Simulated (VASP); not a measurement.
# AlN (P6_3mc) in VASP: notebook

AlN is run at these levels: LDA; tasks: elastic constants.

All numbers are computed with VASP 6.6.1; they aren't measurements. Logs are shortened: lines on timing, memory, paths and dates and some standing lists are left out, and cuts for length are marked.

### Step 1. The cell of the first run

Symmetry: P6_3mc, No. 186, hexagonal system. Conventional cell: a = 3.089 Å, b = 3.089 Å, c = 4.943 Å, α = 90.00°, β = 90.00°, γ = 120.00°. Al (site symmetry 3m) has 4 N at 1.88 to 1.89 Å within 2.5 Å. Within 2.5 Å of N (site symmetry 3m) lie 4 Al at 1.88 to 1.89 Å.

### Step 2. Elastic constants, LDA

INCAR

```
SYSTEM = AlN
  PREC = Accurate
  ENCUT = 600
  EDIFF = 1E-8
  ISMEAR = 0
  SIGMA = 0.01
  LREAL = .False.
  LASPH = .True.
  NELM = 60
  ALGO = Normal
  ISIF = 3
  LWAVE = .False.
  LCHARG = .True.
  GGA = CA
  IBRION = 6
  NFREE = 2
  POTIM = 0.015
  NSW = 1
```

KPOINTS

```
Automatic mesh
0
Gamma
  8 8 6
  0 0 0
```

POSCAR

```
AlN
1.0
    3.0887701900      0.0000000000      0.0000000000
   -1.5443850950      2.6749534510      0.0000000000
    0.0000000000      0.0000000000      4.9432633647
Al N
2 2
Direct
    0.3333333333      0.6666666667     -0.0009925721
    0.6666666667      0.3333333333      0.4990074279
    0.3333333333      0.6666666667      0.3809925721
    0.6666666667      0.3333333333      0.8809925721
```

Potentials or basis: VASP PAW LDA potentials, release 64 (Al, N).

Command:

```bash
$ cat potpaw_LDA.64/Al/POTCAR potpaw_LDA.64/N/POTCAR > POTCAR
$ mpirun -np 1 vasp_std > vasp.out
```

OUTCAR:

```text
SYSTEM = AlN
   PREC = Accurate
   ENCUT = 600
   EDIFF = 1E-8
   ISMEAR = 0
   LREAL = .False.
   LASPH = .True.
   NELM = 60
   ISIF = 3
   GGA = CA
   IBRION = 6
   NFREE = 2
   POTIM = 0.015
   NSW = 1

 ion  position               nearest neighbor table
   1  0.333  0.667  0.999-   4 1.88   4 1.88   4 1.88   3 1.89   2 3.05   2 3.05   2 3.05   2 3.05
                             2 3.05   2 3.05
   2  0.667  0.333  0.499-   3 1.88   3 1.88   3 1.88   4 1.89   1 3.05   1 3.05   1 3.05   1 3.05
                             1 3.05   1 3.05
   3  0.333  0.667  0.381-   2 1.88   2 1.88   2 1.88   1 1.89
   4  0.667  0.333  0.881-   1 1.88   1 1.88   1 1.88   2 1.89

  LATTYP: Found a hexagonal cell.
 ALAT       =     3.0887701900
 C/A-ratio  =     1.6003985601

  Lattice vectors:

 A1 = (   3.0887701900,   0.0000000000,   0.0000000000)
 A2 = (  -1.5443850950,   2.6749534510,   0.0000000000)
 A3 = (   0.0000000000,   0.0000000000,   4.9432633647)

Analysis of symmetry for initial positions (statically):
=====================================================================
 Subroutine PRICEL returns:
 Original cell was already a primitive cell.

 Routine SETGRP: Setting up the symmetry group for a
 hexagonal supercell.

 Subroutine GETGRP returns: Found 12 space group operations
 (whereof  6 operations were pure point group operations)
 out of a pool of 24 trial point group operations.

The static configuration has the point symmetry C_3v.
 The point group associated with its full space group is C_6v.

Analysis of symmetry for dynamics (positions and initial velocities):
=====================================================================
 Subroutine PRICEL returns:
 Original cell was already a primitive cell.

 Routine SETGRP: Setting up the symmetry group for a
 hexagonal supercell.

 Subroutine GETGRP returns: Found 12 space group operations
 (whereof  6 operations were pure point group operations)
 out of a pool of 24 trial point group operations.

The dynamic configuration has the point symmetry C_3v.
 The point group associated with its full space group is C_6v.

 Subroutine INISYM returns: Found 12 space group operations
 (whereof  6 operations are pure point group operations),
 and found     1 'primitive' translations

----------------------------------------------------------------------------------------

                                     Primitive cell

  volume of cell :      40.8428

  direct lattice vectors                    reciprocal lattice vectors
     3.088770190  0.000000000  0.000000000     0.323753448  0.186919141  0.000000000
    -1.544385095  2.674953451  0.000000000     0.000000000  0.373838281  0.000000000
     0.000000000  0.000000000  4.943263365     0.000000000  0.000000000  0.202295513

  length of vectors
     3.088770190  3.088770190  4.943263365     0.373838281  0.373838281  0.202295513

  position of ions in fractional coordinates (direct lattice)
     0.333333333  0.666666667  0.999007428
     0.666666667  0.333333333  0.499007428
     0.333333333  0.666666667  0.380992572
     0.666666667  0.333333333  0.880992572

  ion indices of the primitive-cell ions
   primitive index   ion index
                 1           1
                 2           2
                 3           3
                 4           4

----------------------------------------------------------------------------------------

 KPOINTS: Automatic mesh

Automatic generation of k-mesh.
 Grid dimensions read from file:
 generate k-points for:    8    8    6

 Generating k-lattice:

  Cartesian coordinates                     Fractional coordinates (reciprocal lattice)
     0.040469181  0.023364893  0.000000000     0.125000000  0.000000000  0.000000000
     0.000000000  0.046729785  0.000000000     0.000000000  0.125000000  0.000000000
     0.000000000  0.000000000  0.033715919     0.000000000  0.000000000  0.166666667

  Length of vectors
     0.046729785  0.046729785  0.033715919

  Shift w.r.t. Gamma in fractional coordinates (k-lattice)
     0.000000000  0.000000000  0.000000000
[... 74 lines left out ...]
  Thomas-Fermi vector in A             =   2.333774
   LORBIT       =      0    0 simple, 1 ext, 2 COOP (PROOUT), +10 PAW based schemes
   GGA     = CA    functional components
   LHFCALC =     F    Hartree Fock is set to
   AEXX    =    0.0000 exact exchange contribution
   IVDW    =     0    specifies the selected vdW correction
   LEPSILON=     F    determine dielectric tensor
   LRPA    =     F    only Hartree local field effects (RPA)
 finite differences with symmetry
 non-spin polarized calculation
 Gauss-broadening in eV      SIGMA  =   0.01
  energy-cutoff  :      600.00
  volume of cell :       40.84
 maximum number of plane-waves:      1387
 NGX is ok and might be reduce to    28
   NGX = 13   NGY = 13   NGZ = 19

--------------------------------------- Ionic step        1  -------------------------------------------

 number of electron      15.9999999 magnetization

 Free energy of the ion-electron system (eV)
  ---------------------------------------------------
  ext. energy  EPLUGINS =         0.00000000
  ---------------------------------------------------
  free energy    TOTEN  =       -32.84219934 eV

  energy without entropy =      -32.84219934  energy(sigma->0) =      -32.84219934

------------------------ aborting loop because EDIFF is reached ----------------------------------------

  FORCE on cell =-STRESS in cart. coord.  units (eV):
  Direction    XX          YY          ZZ          XY          YZ          ZX
  --------------------------------------------------------------------------------------
  -------------------------------------------------------------------------------------
  Total        0.1412604      0.1412604      0.1361213      0.0000000      0.0000000     -0.0000000
  in kB        5.5413485      5.5413485      5.3397516      0.0000000      0.0000000     -0.0000000
  external PRESSURE =       5.4741495 kB  Pullay stress =       0.0000000 kB
[... 95 lines left out ...]
  FREE ENERGIE OF THE ION-ELECTRON SYSTEM (eV)
  ---------------------------------------------------
  free  energy   TOTEN  =       -32.8258499076 eV

  energy  without entropy=      -32.8258499076  energy(sigma->0) =      -32.82584991

[... ionic steps 4 to 18 ...]

--------------------------------------- Ionic step       19  -------------------------------------------

 number of electron      15.9999999 magnetization

------------------------ aborting loop because EDIFF is reached ----------------------------------------
[... 71 lines left out ...]
--------------------------------------- Ionic step       21  -------------------------------------------

 number of electron      16.0000000 magnetization

 Free energy of the ion-electron system (eV)
  ---------------------------------------------------
  ext. energy  EPLUGINS =         0.00000000
  ---------------------------------------------------
  free energy    TOTEN  =       -32.83984516 eV

  energy without entropy =      -32.83984516  energy(sigma->0) =      -32.83984516

 E-fermi :   6.2127     XC(G=0): -11.3431

 val. band max:        6.0899160237   @ k =   0.0000   0.0000   0.0000
 cond. band min:      10.5351965382   @ k =   0.0000   0.0000   0.0000
 fundamental gap:      4.4452805144
 Fermi energy:         6.2126830603

 k-point     1 :       0.0000    0.0000    0.0000
  band No.  band energies     occupation
      1      -9.0591      2.00000
      2      -6.7639      2.00000
      3      -0.0477      2.00000
      4       5.2344      2.00000
      5       5.2344      2.00000
      6       5.8964      2.00000
      7       5.8964      2.00000
      8       6.0899      2.00000
      9      10.5352      0.00000
     10      12.8388      0.00000
     11      16.7493      0.00000
     12      17.2141      0.00000
[... 331 lines left out ...]
 k-point    24 :       0.3750    0.0000    0.3333
  band No.  band energies     occupation
      1      -7.1769      2.00000
      2      -6.5211      2.00000
      3       0.6999      2.00000
      4       1.3808      2.00000
      5       3.6228      2.00000
      6       4.4107      2.00000
      7       5.0913      2.00000
      8       5.1166      2.00000
      9      11.3660      0.00000
     10      12.2701      0.00000
     11      15.1890      0.00000
     12      16.0677      0.00000

 [... further k-points ...]
[... 5 lines left out ...]
  --------------------------------------------------------------------------------------
  -------------------------------------------------------------------------------------
  Total        0.0523189      0.0523189      0.3438889      0.0000000      0.0000000      0.0000000
  in kB        2.0523612      2.0523612     13.4900394      0.0000000      0.0000000      0.0000000
  external PRESSURE =       5.8649206 kB  Pullay stress =       0.0000000 kB
[... 19 lines left out ...]
  FREE ENERGIE OF THE ION-ELECTRON SYSTEM (eV)
  ---------------------------------------------------
  free  energy   TOTEN  =       -32.8398451587 eV

  energy  without entropy=      -32.8398451587  energy(sigma->0) =      -32.83984516

 INTERNAL STRAIN TENSORS FROM STRAINED CELLS
 ============================================

 INTERNAL STRAIN TENSOR FOR ION    1 for displacements in x,y,z  (eV/Angst):
          X           Y           Z          XY          YZ          ZX
  --------------------------------------------------------------------------------
  x     0.00000    -0.00000     0.00000    -9.67112    -0.00000    -5.74521
  y    -9.69874     9.71859     0.00000    -0.00003    -5.73840    -0.00004
  z    -5.99038    -6.00241    13.31635    -0.00072    -0.00484    -0.00028

 INTERNAL STRAIN TENSORS FROM DISPLACED ATOMS
 ============================================

 INTERNAL STRAIN TENSOR FOR ION    1 for displacements in x,y,z  (eV/Angst):
          X           Y           Z          XY          YZ          ZX
  --------------------------------------------------------------------------------
  x     0.00000    -0.00000    -0.00000    -9.68563     0.00000    -5.74313
  y    -9.68563     9.68563     0.00000    -0.00000    -5.74313    -0.00000
  z    -5.97179    -5.97179    13.25923     0.00000     0.00000     0.00000

 INTERNAL STRAIN TENSOR FOR ION    4 for displacements in x,y,z  (eV/Angst):
          X           Y           Z          XY          YZ          ZX
  --------------------------------------------------------------------------------
  x     0.00000     0.00000    -0.00000    11.27473    -0.00000     5.74492
  y    11.27473   -11.27473     0.00000     0.00000     5.74492     0.00000
  z     5.98332     5.98332   -13.25996     0.00000     0.00000     0.00000

 Eigenvectors and eigenvalues of the dynamical matrix
 ----------------------------------------------------

   1 f  =   21.995410 THz   138.201238 2PiTHz  733.687911 cm-1    90.965667 meV
             X         Y         Z           dx          dy          dz
     -0.000000  1.783302  4.938357     0.000000   -0.000000    0.011065
      1.544385  0.891651  2.466725     0.000000   -0.000000   -0.011065
     -0.000000  1.783302  1.883347    -0.000000    0.000000   -0.707020
      1.544385  0.891651  4.354978    -0.000000    0.000000    0.707020
[... 71 lines left out ...]
  12 f/i=    0.001321 THz     0.008298 2PiTHz    0.044054 cm-1     0.005462 meV
             X         Y         Z           dx          dy          dz
     -0.000000  1.783302  4.938357     0.545923    0.176578    0.000000
      1.544385  0.891651  2.466725     0.545923    0.176578    0.000000
     -0.000000  1.783302  1.883347     0.393208    0.127183    0.000000
      1.544385  0.891651  4.354978     0.393208    0.127183    0.000000

--------------------------------------------------------------------------------------------------------

 ELASTIC MODULI CONTR FROM IONIC RELAXATION (kBar)
 Direction    XX          YY          ZZ          XY          YZ          ZX
 --------------------------------------------------------------------------------
 XX        -801.4391    380.2788    467.1153      0.0000      0.0000     -0.0000
 YY         380.2788   -801.4391    467.1153     -0.0000     -0.0000      0.0000
 ZZ         467.1153    467.1153  -1036.1694     -0.0000     -0.0000     -0.0000
 XY           0.0000     -0.0000     -0.0000   -590.8590     -0.0000     -0.0000
 YZ           0.0000     -0.0000     -0.0000     -0.0000   -162.8983      0.0000
 ZX          -0.0000      0.0000     -0.0000     -0.0000      0.0000   -162.8983
 --------------------------------------------------------------------------------

 TOTAL ELASTIC MODULI (kBar)
 Direction    XX          YY          ZZ          XY          YZ          ZX
 --------------------------------------------------------------------------------
 XX        3985.4216   1463.5265   1140.2243      0.0000      0.0000     -0.0000
 YY        1463.5265   3985.4216   1140.2243     -0.0000     -0.0000      0.0000
 ZZ        1140.2243   1140.2243   3715.7046     -0.0000     -0.0000     -0.0000
 XY           0.0000     -0.0000     -0.0000   1260.9475     -0.0000     -0.0000
 YZ           0.0000     -0.0000     -0.0000     -0.0000   1154.0379      0.0000
 ZX          -0.0000      0.0000     -0.0000     -0.0000      0.0000   1154.0379
 --------------------------------------------------------------------------------
```

Run time: 26 min. Hardware: 1 thread of Intel Xeon 8259CL, shared host; peak memory 0.33 GiB.

What came out:

```
Voigt bulk modulus                                      : 213 GPa
Highest phonon frequency at Γ, LO-TO splitting left out : 734 cm⁻¹
```

Phonon frequencies in cm⁻¹ (negative: imaginary):
```
              q point                                frequencies
(0.000, 0.000, 0.000)  0 0 0 239 239 555 627 674 674 685 685 734
```

Elastic tensor in Voigt notation (GPa, in the Cartesian axes of the cell as first typed):
```
399 146 114   0   0   0
146 399 114   0   0   0
114 114 372   0   0   0
  0   0   0 115   0   0
  0   0   0   0 115   0
  0   0   0   0   0 126
```

Clamped-ion elastic tensor (GPa):
```
479 108  67   0   0   0
108 479  67   0   0   0
 67  67 475   0   0   0
  0   0   0 132   0   0
  0   0   0   0 132   0
  0   0   0   0   0 185
```

### Step 3. Elastic constants, LDA

INCAR

```
ALGO = Normal
EDIFF = 1E-8
ENCUT = 600
IBRION = 6
ISIF = 3
ISMEAR = 0
LASPH = T
LCHARG = F
LREAL = F
LWAVE = F
NELM = 80
NFREE = 2
NSW = 1
POTIM = 0.015
PREC = Accurate
SIGMA = 0.01
```

KPOINTS

```
k-points
0
Gamma
  8 8 6
```

POSCAR is that of step 2.

Potentials or basis: VASP PAW LDA potentials, release 64 (Al, N).

Command:

```bash
$ cat potpaw_LDA.64/Al/POTCAR potpaw_LDA.64/N/POTCAR > POTCAR
$ mpirun -np 1 vasp_std > vasp.out
```

OUTCAR:

```text
EDIFF = 1E-8
   ENCUT = 600
   IBRION = 6
   ISIF = 3
   ISMEAR = 0
   LASPH = T
   LREAL = F
   NELM = 80
   NFREE = 2
   NSW = 1
   POTIM = 0.015
   PREC = Accurate

 ion  position               nearest neighbor table
   1  0.333  0.667  0.999-   4 1.88   4 1.88   4 1.88   3 1.89   2 3.05   2 3.05   2 3.05   2 3.05
                             2 3.05   2 3.05
   2  0.667  0.333  0.499-   3 1.88   3 1.88   3 1.88   4 1.89   1 3.05   1 3.05   1 3.05   1 3.05
                             1 3.05   1 3.05
   3  0.333  0.667  0.381-   2 1.88   2 1.88   2 1.88   1 1.89
   4  0.667  0.333  0.881-   1 1.88   1 1.88   1 1.88   2 1.89

  LATTYP: Found a hexagonal cell.
 ALAT       =     3.0887701900
 C/A-ratio  =     1.6003985601

  Lattice vectors:

[... 810 lines left out ...]

 INTERNAL STRAIN TENSOR FOR ION    4 for displacements in x,y,z  (eV/Angst):
          X           Y           Z          XY          YZ          ZX
  --------------------------------------------------------------------------------
  x     0.00000     0.00000    -0.00000    11.27473    -0.00000     5.74492
  y    11.27473   -11.27473     0.00000     0.00000     5.74492     0.00000
  z     5.98332     5.98332   -13.25996     0.00000     0.00000     0.00000

 Eigenvectors and eigenvalues of the dynamical matrix
 ----------------------------------------------------

   1 f  =   21.995410 THz   138.201238 2PiTHz  733.687911 cm-1    90.965667 meV
             X         Y         Z           dx          dy          dz
     -0.000000  1.783302  4.938357     0.000000   -0.000000    0.011065
      1.544385  0.891651  2.466725     0.000000   -0.000000   -0.011065
     -0.000000  1.783302  1.883347    -0.000000    0.000000   -0.707020
      1.544385  0.891651  4.354978    -0.000000    0.000000    0.707020
[... 71 lines left out ...]
  12 f/i=    0.001321 THz     0.008298 2PiTHz    0.044054 cm-1     0.005462 meV
             X         Y         Z           dx          dy          dz
     -0.000000  1.783302  4.938357     0.545923    0.176578    0.000000
      1.544385  0.891651  2.466725     0.545923    0.176578    0.000000
     -0.000000  1.783302  1.883347     0.393208    0.127183    0.000000
      1.544385  0.891651  4.354978     0.393208    0.127183    0.000000

--------------------------------------------------------------------------------------------------------

 ELASTIC MODULI CONTR FROM IONIC RELAXATION (kBar)
 Direction    XX          YY          ZZ          XY          YZ          ZX
 --------------------------------------------------------------------------------
 XX        -801.4391    380.2788    467.1153      0.0000      0.0000     -0.0000
 YY         380.2788   -801.4391    467.1153     -0.0000     -0.0000      0.0000
 ZZ         467.1153    467.1153  -1036.1694     -0.0000     -0.0000     -0.0000
 XY           0.0000     -0.0000     -0.0000   -590.8590     -0.0000     -0.0000
 YZ           0.0000     -0.0000     -0.0000     -0.0000   -162.8983      0.0000
 ZX          -0.0000      0.0000     -0.0000     -0.0000      0.0000   -162.8983
 --------------------------------------------------------------------------------

 TOTAL ELASTIC MODULI (kBar)
 Direction    XX          YY          ZZ          XY          YZ          ZX
 --------------------------------------------------------------------------------
 XX        3985.4216   1463.5265   1140.2243      0.0000      0.0000     -0.0000
 YY        1463.5265   3985.4216   1140.2243     -0.0000     -0.0000      0.0000
 ZZ        1140.2243   1140.2243   3715.7046     -0.0000     -0.0000     -0.0000
 XY           0.0000     -0.0000     -0.0000   1260.9475     -0.0000     -0.0000
 YZ           0.0000     -0.0000     -0.0000     -0.0000   1154.0379      0.0000
 ZX          -0.0000      0.0000     -0.0000     -0.0000      0.0000   1154.0379
 --------------------------------------------------------------------------------
```

It took 24 min on 1 thread of Intel Xeon 8259CL, shared host; peak memory 0.32 GiB.

Results:

| Property | Result |
| --- | --- |
| Voigt bulk modulus | 213 GPa |
| Highest phonon frequency at Γ, LO-TO splitting left out | 734 cm⁻¹ |

Phonon frequencies in cm⁻¹ (negative: imaginary):
| q point | frequencies |
| --- | --- |
| (0.000, 0.000, 0.000) | 0 0 0 239 239 555 627 674 674 685 685 734 |

Elastic tensor in Voigt notation (GPa, in the Cartesian axes of the cell as first typed):
```
399 146 114   0   0   0
146 399 114   0   0   0
114 114 372   0   0   0
  0   0   0 115   0   0
  0   0   0   0 115   0
  0   0   0   0   0 126
```

Clamped-ion elastic tensor (GPa):
```
479 108  67   0   0   0
108 479  67   0   0   0
 67  67 475   0   0   0
  0   0   0 132   0   0
  0   0   0   0 132   0
  0   0   0   0   0 185
```
